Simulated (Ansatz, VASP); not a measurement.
**One calculation of Al2Cu, two programs**

Contents of INCAR:

```
  PREC = Accurate
  ENCUT = 520
  EDIFF = 1E-7
  ISMEAR = 0
  SIGMA = 0.15
  LREAL = False
  LASPH = True
  NELM = 60
  ALGO = Fast
  ISIF = 2
  LWAVE = False
  LCHARG = False
  GGA = PE
  NBANDS = 16
```

File KPOINTS:

```
Automatic mesh
0
Gamma
  14 14 14
```

POSCAR

```
Al2Cu
1.0
   -2.1877176703      2.1877176703      2.8914013846
    2.1877176703     -2.1877176703      2.8914013846
    2.1877176703      2.1877176703     -2.8914013846
Al Cu
2 1
Direct
    0.7500000000      0.2500000000      0.5000000000
    0.2500000000      0.7500000000      0.5000000000
    0.5000000000      0.5000000000      0.0000000000
```

Input for Ansatz:

```yaml
crystal:
  lattice:
    - [-2.1877176703, 2.1877176703, 2.8914013846]
    - [2.1877176703, -2.1877176703, 2.8914013846]
    - [2.1877176703, 2.1877176703, -2.8914013846]
  atoms:
    - { symbol: Al, position: [0.75, 0.25, 0.5] }
    - { symbol: Al, position: [0.25, 0.75, 0.5] }
    - { symbol: Cu, position: [0.5, 0.5, 0.0] }
basis:
  ecutwfc: 520.0
kpoints:
  mp_grid: { grid: [14, 14, 14] }
hamiltonian:
  xc: pbe
  pseudopotentials: { kind: paw, azcp: { folder: soft_1 } }
scf:
  occupations: { method: gaussian, width: 0.15 }
output:
  forces: true
  stress: true
  eigenvalues: true
```

Alike in both runs: task single point; functional PBE; k mesh 14 × 14 × 14; occupations gaussian, width 0.15 eV; no spin polarisation.

|  | VASP | Ansatz |
| --- | --- | --- |
| version | VASP 6.6.1 | Ansatz 0.2.0 |
| potentials or method | VASP PAW PBE potentials, release 64 (Al, Cu), cutoff 520 eV | scalar-relativistic, plane waves, PAW |
| valence electrons in the cell | 17 | 25 |

VASP gave:

```
gap on the k mesh at the Fermi level (eV)                     : none
pressure (GPa)                                                : -8.8
traceless stress, the component that is largest in VASP (GPa) : 2.72
```

Task: What did Ansatz give for the same quantities?

Result: gap on the k mesh at the Fermi level (eV): none; pressure (GPa): -9.1; traceless stress, the component that is largest in VASP (GPa): 2.79.

A gap of «none» marks a metal or a gap that the smearing closes. With one functional, cell and mesh, what is left measures potentials, basis and numerics. VASP's potentials hold 17 valence electrons a cell and Ansatz's 25, so a difference there can come from the potentials and not from the codes.
